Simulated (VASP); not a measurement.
# SrTiO3 (P4/mmm) in VASP: further runs

Runs on SrTiO3. Level: PBE. Tasks: single point, relaxation of cell and atoms.

Program: VASP 6.6.1. These are calculated values, not measurements. Logs are shortened: lines on timing, memory, paths and dates and some standing lists are left out, and cuts for length are marked.

**1. The cell of the first run**

Symmetry: P4/mmm, No. 123, tetragonal system. The conventional cell has a = 3.906 Å, b = 3.906 Å, c = 4.390 Å, α = 90.00°, β = 90.00°, γ = 90.00°. Within 3.6 Å of Sr (site symmetry 4/mmm) lie 12 O at 2.76 to 2.94 Å and 8 Ti at 3.53 Å. Within 2.6 Å of Ti (site symmetry 4/mmm) lie 6 O at 1.95 to 2.20 Å. Within 3.0 Å of O (site symmetry 4/mmm) lie 2 Ti at 2.20 Å and 4 Sr at 2.76 Å and 8 O at 2.94 Å. Within 2.6 Å of O (site symmetry mmm) lie 2 Ti at 1.95 Å.

The cell was built from a structure type or drawn by symmetry, and may not be a known phase.

**2. Single point, PBE, collinear spin**

File INCAR:

```
PREC = Accurate ; ENCUT = 520
EDIFF = 1E-7 ; ISMEAR = 0
SIGMA = 0.1 ; LREAL = F
LASPH = T ; NELM = 150
ALGO = Normal ; ISIF = 2
LWAVE = F ; LCHARG = T
ISPIN = 2 ; MAGMOM = 0 1 0 0 0
LORBIT = 11 ; LMAXMIX = 4
GGA = PE ; LELF = T
LVHAR = T ; NBANDS = 32
```

File KPOINTS:

```
Automatic mesh
0
Gamma
  4 4 4
```

File POSCAR:

```
SrTiO3
1.0
    3.9062013600      0.0000000000      0.0000000000
    0.0000000000      3.9062013600      0.0000000000
    0.0000000000      0.0000000000      4.3900164300
Sr Ti O
1 1 3
Direct
    0.5000000000      0.5000000000      0.5000000000
    0.0000000000      0.0000000000      0.0000000000
    0.0000000000      0.0000000000      0.5000000000
    0.0000000000      0.5000000000      0.0000000000
    0.5000000000      0.0000000000      0.0000000000
```

Potentials or basis: VASP PAW PBE potentials, release 64 (Sr_sv, Ti_sv, O).

Started as:

```sh
cat potpaw_PBE.64/Sr_sv/POTCAR potpaw_PBE.64/Ti_sv/POTCAR potpaw_PBE.64/O/POTCAR > POTCAR
mpirun -np 1 vasp_std > vasp.out
```

OUTCAR:

```text
PREC = Accurate
   ENCUT = 520
   EDIFF = 1E-7
   ISMEAR = 0
   LREAL = F
   LASPH = T
   NELM = 150
   ISIF = 2
   ISPIN = 2
   LORBIT = 11
   GGA = PE

 ion  position               nearest neighbor table
   1  0.500  0.500  0.500-   3 2.76   3 2.76   3 2.76   3 2.76   5 2.94   4 2.94   5 2.94   5 2.94
                             5 2.94   4 2.94   4 2.94   4 2.94   2 3.53   2 3.53   2 3.53   2 3.53
   2  0.000  0.000  0.000-   4 1.95   5 1.95   4 1.95   5 1.95   3 2.20   3 2.20   1 3.53   1 3.53
                             1 3.53   1 3.53   1 3.53   1 3.53   1 3.53   1 3.53
   3  0.000  0.000  0.500-   2 2.20   2 2.20   1 2.76   1 2.76   1 2.76   1 2.76
   4  0.000  0.500  0.000-   2 1.95   2 1.95   1 2.94   1 2.94   1 2.94   1 2.94
   5  0.500  0.000  0.000-   2 1.95   2 1.95   1 2.94   1 2.94   1 2.94   1 2.94

  LATTYP: Found a simple tetragonal cell.
 ALAT       =     3.9062013600
 C/A-ratio  =     1.1238582002

  Lattice vectors:

 A1 = (   3.9062013600,   0.0000000000,   0.0000000000)
 A2 = (   0.0000000000,   3.9062013600,   0.0000000000)
 A3 = (   0.0000000000,   0.0000000000,   4.3900164300)

Analysis of symmetry for initial positions (statically):
=====================================================================
 Subroutine PRICEL returns:
 Original cell was already a primitive cell.

 Routine SETGRP: Setting up the symmetry group for a
 simple tetragonal supercell.

 Subroutine GETGRP returns: Found 16 space group operations
 (whereof 16 operations were pure point group operations)
 out of a pool of 16 trial point group operations.

The static configuration has the point symmetry D_4h.

Analysis of symmetry for dynamics (positions and initial velocities):
=====================================================================
 Subroutine PRICEL returns:
 Original cell was already a primitive cell.

 Routine SETGRP: Setting up the symmetry group for a
 simple tetragonal supercell.

 Subroutine GETGRP returns: Found 16 space group operations
 (whereof 16 operations were pure point group operations)
 out of a pool of 16 trial point group operations.

The dynamic configuration has the point symmetry D_4h.

Analysis of structural, dynamic, and magnetic symmetry:
=====================================================================
 Subroutine PRICEL returns:
 Original cell was already a primitive cell.

 Routine SETGRP: Setting up the symmetry group for a
 simple tetragonal supercell.

 Subroutine GETGRP returns: Found 16 space group operations
 (whereof 16 operations were pure point group operations)
 out of a pool of 16 trial point group operations.

The overall configuration has the point symmetry D_4h.

 Subroutine INISYM returns: Found 16 space group operations
 (whereof 16 operations are pure point group operations),
 and found     1 'primitive' translations

----------------------------------------------------------------------------------------

                                     Primitive cell

  volume of cell :      66.9847

  direct lattice vectors                    reciprocal lattice vectors
     3.906201360  0.000000000  0.000000000     0.256003188  0.000000000  0.000000000
     0.000000000  3.906201360  0.000000000     0.000000000  0.256003188  0.000000000
     0.000000000  0.000000000  4.390016430     0.000000000  0.000000000  0.227789580

  length of vectors
     3.906201360  3.906201360  4.390016430     0.256003188  0.256003188  0.227789580

  position of ions in fractional coordinates (direct lattice)
     0.500000000  0.500000000  0.500000000
     0.000000000  0.000000000  0.000000000
     0.000000000  0.000000000  0.500000000
     0.000000000  0.500000000  0.000000000
     0.500000000  0.000000000  0.000000000

  ion indices of the primitive-cell ions
   primitive index   ion index
                 1           1
                 2           2
                 3           3
                 4           4
                 5           5

----------------------------------------------------------------------------------------

 KPOINTS: Automatic mesh

Automatic generation of k-mesh.
 Grid dimensions read from file:
 generate k-points for:    4    4    4

 Generating k-lattice:

  Cartesian coordinates                     Fractional coordinates (reciprocal lattice)
     0.064000797  0.000000000  0.000000000     0.250000000  0.000000000  0.000000000
     0.000000000  0.064000797  0.000000000     0.000000000  0.250000000  0.000000000
     0.000000000  0.000000000  0.056947395     0.000000000  0.000000000  0.250000000

  Length of vectors
     0.064000797  0.064000797  0.056947395

  Shift w.r.t. Gamma in fractional coordinates (k-lattice)
     0.000000000  0.000000000  0.000000000

 Subroutine IBZKPT returns following result:
 ===========================================

 Found     18 irreducible k-points:

 Following reciprocal coordinates:
            Coordinates               Weight
  0.000000  0.000000  0.000000      1.000000
  0.250000  0.000000  0.000000      4.000000
  0.500000  0.000000  0.000000      2.000000
  0.250000  0.250000  0.000000      4.000000
  0.500000  0.250000  0.000000      4.000000
  0.500000  0.500000  0.000000      1.000000
[... 10 lines left out ...]
  0.500000  0.250000  0.500000      4.000000
  0.500000  0.500000  0.500000      1.000000
   k-points           NKPTS =     18   k-points in BZ     NKDIM =     18   number of bands    NBANDS=     32
   number of dos      NEDOS =    301   number of ions     NIONS =      5
   total plane-waves  NPLWV =  32400
   dimension x,y,z NGX =    30 NGY =   30 NGZ =   36
   dimension x,y,z NGXF=    60 NGYF=   60 NGZF=   72
   ions per type =               1   1   3
   NGX,Y,Z   is equivalent  to a cutoff of  12.77, 12.77, 13.63 a.u.
   NGXF,Y,Z  is equivalent  to a cutoff of  25.54, 25.54, 27.27 a.u.
 SYSTEM =  unknown system
   PREC   = accura    normal or accurate (medium, high low for compatibility)
   ISTART =      0    job   : 0-new  1-cont  2-samecut
   ICHARG =      2    charge: 1-file 2-atom 10-const
   ISPIN  =      2    spin polarized calculation?
   LNONCOLLINEAR =      F non collinear calculations
   LSORBIT =      F    spin-orbit coupling
   LASPH  =      T    aspherical Exc in radial PAW
   ENCUT  =  520.0 eV  38.22 Ry    6.18 a.u.   7.26  7.26  8.16*2*pi/ulx,y,z
[... 13 lines left out ...]
   NUPDOWN=      -1.0000    fix difference up-down
   EMIN   =  10.00;   EMAX   =-10.00  energy-range for DOS
   EFERMI =   0.00;   METHOD = LEGACY
   ISMEAR =     0;   SIGMA  =   0.10  broadening in eV -4-tet -1-fermi 0-gaus
   EFERMI_NEDOS =   21; number of points for ismear=-14 and -15
   IALGO  =     38    algorithm
   IMIX   =      4    mixing-type and parameters
     AMIX     =   0.40;   BMIX     =  1.00
     AMIX_MAG =   1.60;   BMIX_MAG =  1.00
  volume/ion in A,a.u.               =      13.40        90.41
  Fermi-wavevector in a.u.,A,eV,Ry     =   1.378594  2.605165 25.858161  1.900521
  Thomas-Fermi vector in A             =   2.503641
   LORBIT       =     11    0 simple, 1 ext, 2 COOP (PROOUT), +10 PAW based schemes
   GGA     = PE    functional components
   LHFCALC =     F    Hartree Fock is set to
   AEXX    =    0.0000 exact exchange contribution
   IVDW    =     0    specifies the selected vdW correction
   LEPSILON=     F    determine dielectric tensor
   LRPA    =     F    only Hartree local field effects (RPA)
 spin polarized calculation
 Gauss-broadening in eV      SIGMA  =   0.10
  energy-cutoff  :      520.00
  volume of cell :       66.98
 maximum number of plane-waves:      1816
 NGX is ok and might be reduce to    30
   NGX = 15   NGY = 15   NGZ = 17

 number of electron      40.0000007 magnetization       0.0000001

 number of electron      40.0000007 magnetization      -0.0000020

 Free energy of the ion-electron system (eV)
  ---------------------------------------------------
  ext. energy  EPLUGINS =         0.00000000
  ---------------------------------------------------
  free energy    TOTEN  =       -39.61847924 eV

  energy without entropy =      -39.61847924  energy(sigma->0) =      -39.61847924

 E-fermi :   4.0273     XC(G=0): -10.6531

 val. band max:        3.4066560869   @ k =   0.5000   0.5000   0.5000
 cond. band min:       4.8457784948   @ k =   0.0000   0.0000   0.0000
 fundamental gap:      1.4391224079
 Fermi energy:         4.0273233988

 spin component 1

 k-point     1 :       0.0000    0.0000    0.0000
  band No.  band energies     occupation
      1     -53.6500      1.00000
      2     -29.9019      1.00000
      3     -29.8558      1.00000
      4     -29.8417      1.00000
      5     -29.8417      1.00000
      6     -13.9259      1.00000
[... 24 lines left out ...]
     31      11.3780      0.00000
     32      17.1797      0.00000

 k-point     2 :       0.2500    0.0000    0.0000
  band No.  band energies     occupation
      1     -53.6493      1.00000
      2     -29.9296      1.00000
      3     -29.8545      1.00000
      4     -29.8404      1.00000
      5     -29.8374      1.00000
      6     -13.8548      1.00000
[... 24 lines left out ...]
     31      11.9914      0.00000
     32      16.7124      0.00000
[... 523 lines left out ...]
     31      13.6576      0.00000
     32      15.2758      0.00000

 k-point    18 :       0.5000    0.5000    0.5000
  band No.  band energies     occupation
      1     -53.6469      1.00000
      2     -29.9045      1.00000
      3     -29.9045      1.00000
      4     -29.8643      1.00000
      5     -29.8621      1.00000
      6     -12.7969      1.00000
[... 24 lines left out ...]
     31      13.2292      0.00000
     32      16.2547      0.00000
 Fermi energy:         4.0273233988

 spin component 2

 k-point     1 :       0.0000    0.0000    0.0000
  band No.  band energies     occupation
      1     -53.6500      1.00000
      2     -29.9019      1.00000
      3     -29.8558      1.00000
      4     -29.8417      1.00000
      5     -29.8417      1.00000
      6     -13.9259      1.00000
[... 24 lines left out ...]
     31      11.3780      0.00000
     32      17.3703      0.00000

 k-point     2 :       0.2500    0.0000    0.0000
  band No.  band energies     occupation
      1     -53.6493      1.00000
      2     -29.9296      1.00000
      3     -29.8545      1.00000
      4     -29.8404      1.00000
      5     -29.8374      1.00000
      6     -13.8548      1.00000
[... 24 lines left out ...]
     31      11.9914      0.00000
     32      16.7124      0.00000
[... 523 lines left out ...]
     31      13.6576      0.00000
     32      15.2758      0.00000

 k-point    18 :       0.5000    0.5000    0.5000
  band No.  band energies     occupation
      1     -53.6470      1.00000
      2     -29.9045      1.00000
      3     -29.9045      1.00000
      4     -29.8643      1.00000
      5     -29.8621      1.00000
      6     -12.7969      1.00000
[... 24 lines left out ...]
     31      13.2292      0.00000
     32      16.2547      0.00000

------------------------ aborting loop because EDIFF is reached ----------------------------------------

  FORCE on cell =-STRESS in cart. coord.  units (eV):
  Direction    XX          YY          ZZ          XY          YZ          ZX
  --------------------------------------------------------------------------------------
  -------------------------------------------------------------------------------------
  Total       -2.1879820     -2.1879820     -7.9008703      0.0000000      0.0000000      0.0000000
  in kB      -52.3333974    -52.3333974   -188.9775068      0.0000000      0.0000000      0.0000000
  external PRESSURE =     -97.8814339 kB  Pullay stress =       0.0000000 kB

 VOLUME and BASIS-vectors are now :
 -----------------------------------------------------------------------------
  energy-cutoff  :      520.00
  volume of cell :       66.98
      direct lattice vectors                 reciprocal lattice vectors
     3.906201360  0.000000000  0.000000000     0.256003188  0.000000000  0.000000000
     0.000000000  3.906201360  0.000000000     0.000000000  0.256003188  0.000000000
     0.000000000  0.000000000  4.390016430     0.000000000  0.000000000  0.227789580

 POSITION                                       TOTAL-FORCE (eV/Angst)
 -----------------------------------------------------------------------------------
      1.95310      1.95310      2.19501         0.000000      0.000000      0.000000
      0.00000      0.00000      0.00000         0.000000      0.000000      0.000000
      0.00000      0.00000      2.19501         0.000000      0.000000      0.000000
      0.00000      1.95310      0.00000         0.000000      0.000000      0.000000
      1.95310      0.00000      0.00000         0.000000      0.000000      0.000000
 -----------------------------------------------------------------------------------
    total drift:                                0.000000     -0.000000      0.000000

  FREE ENERGIE OF THE ION-ELECTRON SYSTEM (eV)
  ---------------------------------------------------
  free  energy   TOTEN  =       -39.6184792435 eV

  energy  without entropy=      -39.6184792435  energy(sigma->0) =      -39.61847924

 total charge

# of ion       s       p       d       tot
------------------------------------------
    1        1.995   5.779   0.164   7.937
    2        2.202   6.260   1.668  10.130
    3        1.553   3.403   0.000   4.956
    4        1.566   3.459   0.000   5.025
    5        1.566   3.459   0.000   5.025
--------------------------------------------------
tot          8.882  22.360   1.832  33.073

 magnetization (x)

# of ion       s       p       d       tot
------------------------------------------
    1        0.000  -0.000  -0.000   0.000
    2        0.000  -0.000   0.000   0.000
    3        0.000  -0.000   0.000  -0.000
    4        0.000  -0.000   0.000  -0.000
    5        0.000  -0.000   0.000  -0.000
--------------------------------------------------
tot          0.000  -0.000   0.000  -0.000
```

Wall time 3.2 min (1 thread of AMD EPYC 7R13, shared host); peak memory 0.21 GiB.

Results:

```
Free energy                                           : -39.6185 eV
Pressure                                              : -9.8 GPa
Band gap on the k mesh                                : 1.44 eV (least direct gap 1.97 eV)
Net moment                                            : 0.00 μB per cell
Valence electrons inside the program's atomic spheres : Sr 7.94; Ti 10.13; O 4.96, 5.03 (each value once)
```

Stress tensor (GPa, compression positive):
```
 -5.23   0.00   0.00
  0.00  -5.23   0.00
  0.00   0.00 -18.90
```

Levels at points of the mesh, in eV from the valence-band top:
Spin up:
| k point | band 17 | band 18 | band 19 | band 20 | band 21 | band 22 | band 23 | band 24 |
| --- | --- | --- | --- | --- | --- | --- | --- | --- |
| (0.00, 0.00, 0.00) | -0.99 | -0.56 | -0.53 | -0.53 | 1.44 | 1.44 | 1.60 | 2.84 |
| (0.50, 0.00, 0.00) | -2.34 | -1.83 | -0.98 | -0.82 | 1.59 | 3.05 | 3.36 | 3.42 |
| (0.50, 0.50, 0.00) | -1.79 | -1.25 | -1.25 | -0.03 | 3.37 | 3.37 | 3.54 | 3.90 |
| (0.00, 0.00, 0.50) | -1.57 | -1.57 | -0.79 | -0.79 | 1.66 | 2.52 | 2.52 | 3.84 |
| (0.50, 0.00, 0.50) | -1.91 | -1.84 | -1.77 | -0.50 | 2.52 | 3.42 | 3.46 | 4.44 |
| (0.50, 0.50, 0.50) | -3.26 | -0.28 | -0.28 | 0.00 | 3.59 | 3.59 | 4.03 | 6.06 |
Spin down:
| k point | band 18 | band 19 | band 20 | band 21 | band 22 | band 23 |
| --- | --- | --- | --- | --- | --- | --- |
| (0.00, 0.00, 0.00) | -0.56 | -0.53 | -0.53 | 1.44 | 1.44 | 1.60 |
| (0.50, 0.00, 0.00) | -1.83 | -0.98 | -0.82 | 1.59 | 3.05 | 3.36 |
| (0.50, 0.50, 0.00) | -1.25 | -1.25 | -0.03 | 3.37 | 3.37 | 3.54 |
| (0.00, 0.00, 0.50) | -1.57 | -0.79 | -0.79 | 1.66 | 2.52 | 2.52 |
| (0.50, 0.00, 0.50) | -1.84 | -1.77 | -0.50 | 2.52 | 3.42 | 3.46 |
| (0.50, 0.50, 0.50) | -0.28 | -0.28 | 0.00 | 3.59 | 3.59 | 4.03 |

Caveat: the cell stands under tension.

**3. Relaxation of cell and atoms, PBE, collinear spin**

File INCAR:

```
  ALGO = Normal
  EDIFF = 1E-6
  EDIFFG = -0.04
  ENCUT = 600
  GGA = PE
  IBRION = 2
  ISIF = 3
  ISMEAR = 0
  ISPIN = 2
  LASPH = True
  LCHARG = False
  LMAXMIX = 4
  LORBIT = 11
  LREAL = False
  LWAVE = False
  MAGMOM = 0 1 0 0 0
  NELM = 150
  NSW = 90
  PREC = Accurate
  SIGMA = 0.1
```

File KPOINTS:

```
k-points
0
Gamma
  4 4 4
```

POSCAR is that of step 2.

Potentials or basis: VASP PAW PBE potentials, release 64 (Sr_sv, Ti_sv, O).

Started as:

```sh
cat potpaw_PBE.64/Sr_sv/POTCAR potpaw_PBE.64/Ti_sv/POTCAR potpaw_PBE.64/O/POTCAR > POTCAR
mpirun -np 1 vasp_std > vasp.out
```

Run time: 11 min. Hardware: 1 thread of AMD EPYC 7R13, shared host; peak memory 0.23 GiB.

It converged, with:

```
Free energy                                           : -40.1054 eV
Relaxed volume                                        : 12.23 Å³/atom
Relaxed cell                                          : a = 3.937 Å, b = 3.937 Å, c = 3.945 Å, α = 90.00°, β = 90.00°, γ = 90.00°
Space group after relaxing (to 0.1 Å)                 : Pm-3m (No. 221)
Energy gained by relaxing                             : 96.2 meV/atom
Ionic steps                                           : 7
Pressure after relaxing                               : 0.0 GPa
Band gap on the k mesh                                : 1.78 eV (least direct gap 2.16 eV)
Net moment                                            : 0.00 μB per cell
Valence electrons inside the program's atomic spheres : Sr 7.98; Ti 10.25; O 5.04
```

Stress tensor (GPa, compression positive):
```
 0.18  0.00  0.00
 0.00  0.18  0.00
 0.00  0.00 -0.23
```

Step by step:
```csv
step,energy change (eV),largest force (eV/Å),pressure (GPa),volume (Å³)
1,0.0000,0.0000,-9.96,66.98
2,-0.3438,0.0000,6.97,59.17
3,-0.3504,0.0000,4.46,60.02
4,-0.4694,0.0000,3.15,60.08
5,-0.4706,0.0000,3.14,60.08
6,-0.4737,0.0000,-2.40,62.06
7,-0.4809,0.0000,0.04,61.15
```

Final structure:
```
Sr Ti O
1.0
     3.93681    0.00000    0.00000
     0.00000    3.93681    0.00000
     0.00000    0.00000    3.94529
Sr Ti O
1 1 3
Cartesian
  1.9684 1.9684 1.9726
  0.0000 0.0000 0.0000
  0.0000 0.0000 1.9726
  0.0000 1.9684 0.0000
  1.9684 0.0000 0.0000
```

Levels at points of the mesh, in eV from the valence-band top:
Spin up:
| k point | band 18 | band 19 | band 20 | band 21 | band 22 | band 23 |
| --- | --- | --- | --- | --- | --- | --- |
| (0.00, 0.00, 0.00) | -0.37 | -0.37 | -0.37 | 1.78 | 1.78 | 1.79 |
| (0.50, 0.00, 0.00) | -1.91 | -0.74 | -0.74 | 1.94 | 3.63 | 3.63 |
| (0.50, 0.50, 0.00) | -1.54 | -1.54 | -0.09 | 3.64 | 3.64 | 4.08 |
| (0.00, 0.00, 0.50) | -1.91 | -0.73 | -0.73 | 1.94 | 3.61 | 3.61 |
| (0.50, 0.00, 0.50) | -1.55 | -1.55 | -0.09 | 3.62 | 3.64 | 4.07 |
| (0.50, 0.50, 0.50) | 0.00 | 0.00 | 0.00 | 4.27 | 4.27 | 4.28 |
Spin down:
| k point | band 16 | band 17 | band 18 | band 19 | band 20 | band 21 | band 22 | band 23 | band 24 | band 25 |
| --- | --- | --- | --- | --- | --- | --- | --- | --- | --- | --- |
| (0.00, 0.00, 0.00) | -1.13 | -1.13 | -0.37 | -0.37 | -0.37 | 1.78 | 1.78 | 1.79 | 4.09 | 4.10 |
| (0.50, 0.00, 0.00) | -2.30 | -2.30 | -1.91 | -0.74 | -0.74 | 1.94 | 3.63 | 3.63 | 4.10 | 6.24 |
| (0.50, 0.50, 0.00) | -2.77 | -1.75 | -1.54 | -1.54 | -0.09 | 3.64 | 3.64 | 4.08 | 5.02 | 7.76 |
| (0.00, 0.00, 0.50) | -2.28 | -2.28 | -1.91 | -0.73 | -0.73 | 1.94 | 3.61 | 3.61 | 4.12 | 6.22 |
| (0.50, 0.00, 0.50) | -2.75 | -1.74 | -1.55 | -1.55 | -0.09 | 3.62 | 3.64 | 4.07 | 5.04 | 7.75 |
| (0.50, 0.50, 0.50) | -3.66 | -3.66 | 0.00 | 0.00 | 0.00 | 4.27 | 4.27 | 4.28 | 6.83 | 6.83 |

A k mesh can miss the band edges.
